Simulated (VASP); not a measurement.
A run of VASP 6.6.1 is set up as follows.

POSCAR

```
Sb
1.0
   -1.7666868278      1.7666868278      1.7666868278
    1.7666868278     -1.7666868278      1.7666868278
    1.7666868278      1.7666868278     -1.7666868278
Sb
1
Direct
    0.0000000000      0.0000000000      0.0000000000
```

The input INCAR.step1:

```
SYSTEM = Sb
PREC = Accurate
ENCUT = 520
ISMEAR = 0
SIGMA = 0.1
LREAL = .False.
LASPH = .True.
NELM = 80
NBANDS = 8
GGA = PE
ALGO = Normal
EDIFF = 1E-4
LWAVE = .True.
LCHARG = .False.
```

INCAR.step2

```
SYSTEM = Sb
PREC = Accurate
ENCUT = 520
EDIFF = 1E-7
ISMEAR = 0
SIGMA = 0.1
LREAL = .False.
LASPH = .True.
NELM = 80
ALGO = Normal
ISIF = 2
LWAVE = .False.
LCHARG = .True.
METAGGA = R2SCAN
LMIXTAU = .True.
LELF = .True.
LVHAR = .True.
NBANDS = 8
ISTART = 1
```

The input KPOINTS:

```
regular mesh
0
Gamma
  18 18 18
  0 0 0
```

Potentials or basis: VASP PAW PBE potentials, release 64 (Sb).

The run is started by

```sh
$ cat potpaw_PBE.64/Sb/POTCAR > POTCAR
$ cp INCAR.step1 INCAR
$ mpirun -np 1 vasp_std > vasp.out
$ cp INCAR.step2 INCAR
$ mpirun -np 1 vasp_std > vasp.out
```

(1) Estimate the band gap on the k mesh.

(2) What does it give for the pressure?

Answers

(1) zero (an odd number of electrons rules out a gap without spin polarisation).

(2) 20.1 GPa.

Caveat: the cell stands under pressure; the PAW data sets were made with another functional, which shifts forces and pressure a little; spin-orbit coupling is left out, which moves the levels of the heavy elements; an odd number of electrons without spin polarisation forces a metal; a magnetic or distorted state may lie lower.
